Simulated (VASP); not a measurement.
## ZnSe: single point with PBE

Crystal: ZnSe.

```
CELL_PARAMETERS angstrom
0.00000 2.77644 2.77644
2.77644 0.00000 2.77644
2.77644 2.77644 0.00000
ATOMIC_POSITIONS crystal
Zn 0.00000 0.00000 0.00000
Se 0.75000 0.75000 0.75000
```

This cell differs from its parent crystal: volume scaled by 0.9405.

* Program: VASP 6.6.1
* Task: single point
* Functional: PBE
* Potentials or basis: VASP PAW PBE potentials, release 64 (Zn, Se)
* Cutoff: 520 eV
* k mesh: 8 × 8 × 8
* Occupations: fermi-dirac, width 0.03 eV
* Spin: no spin polarisation

The pressure is 7.0 GPa. The band gap on the k mesh is 1.54 eV, direct.

Levels at points of the mesh, in eV from the valence-band top:
```csv
k point,band 7,band 8,band 9,band 10,band 11,band 12
"(0.00, 0.00, 0.00)",0.00,0.00,0.00,1.54,5.77,5.77
"(0.50, 0.00, 0.00)",-5.64,-0.96,-0.96,2.65,6.36,6.36
"(0.50, 0.50, 0.00)",-5.03,-2.42,-2.42,2.83,3.44,11.21
```

It took 22 s on 1 thread of AMD EPYC 7R43 64-Core Processor (Zen 3), on a shared host, peak memory 0.13 GiB.
